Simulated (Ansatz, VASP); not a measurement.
# Ge in VASP and in Ansatz

```xyz
2
Lattice="0.0000 2.8860 2.8860 2.8860 0.0000 2.8860 2.8860 2.8860 0.0000" Properties=species:S:1:pos:R:3 pbc="T T T"
Ge    2.8860    2.8860    2.8860
Ge    4.3290    4.3290    4.3290
```

Alike in both runs: task single point; functional PBE; k mesh 10 × 10 × 10; occupations gaussian, width 0.03 eV; no spin polarisation.

```csv
,VASP,Ansatz
version,VASP 6.6.1,Ansatz 0.2.0
potentials or method,"VASP PAW PBE potentials, release 64 (Ge_d), cutoff 520 eV","plane waves (420 eV) with PAW, scalar-relativistic"
valence electrons in the cell,28,28
```

|  | VASP | Ansatz | Ansatz less VASP |
| --- | --- | --- | --- |
| pressure (GPa) | -0.4 | -0.3 | +0.10 |

With one functional, cell and mesh, what is left measures potentials, basis and numerics.
